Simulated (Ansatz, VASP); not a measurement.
# Two plane-wave programs on Mg2Ti3O3

```
Mg Ti O
1.0
     4.62037    0.00000    0.00000
     0.00000    4.62037    0.00000
     0.00000    0.00000    4.62037
Mg Ti O
2 3 3
Direct
  0.50000 0.50000 0.50000
  0.00000 0.00000 0.00000
  0.50000 0.00000 0.00000
  0.00000 0.50000 0.00000
  0.00000 0.00000 0.50000
  0.00000 0.50000 0.50000
  0.50000 0.00000 0.50000
  0.50000 0.50000 0.00000
```

Alike in both runs: functional PBE; k mesh 3 × 3 × 3; occupations gaussian, width 0.2 eV; collinear spin.

Ansatz relaxed the structure, and its values are those at the end. VASP's run is a single point on that final structure, the one shown.

```csv
,VASP,Ansatz
version,VASP 6.6.1,Ansatz 0.2.0
potentials or method,"VASP PAW PBE potentials, release 64 (Mg, Ti_sv, O), cutoff 520 eV","scalar-relativistic, plane waves, PAW"
valence electrons in the cell,58,74
```

Ansatz gave:

* gap on the k mesh at the Fermi level (eV): none
* pressure (GPa): 0.3
* net moment per atom (μB): 0.00

Estimate VASP's values.

gap on the k mesh at the Fermi level (eV): none; pressure (GPa): 0.4; net moment per atom (μB): 0.00.

A gap of «none» marks a metal or a gap that the smearing closes. The functional is the same, so the differences come from potentials, cutoffs and numerics. VASP's potentials hold 58 valence electrons a cell and Ansatz's 74, so a difference there can come from the potentials and not from the codes. Ansatz's warnings: seeded moment not kept.

The k mesh is coarse, so the values compare programs but aren't converged.
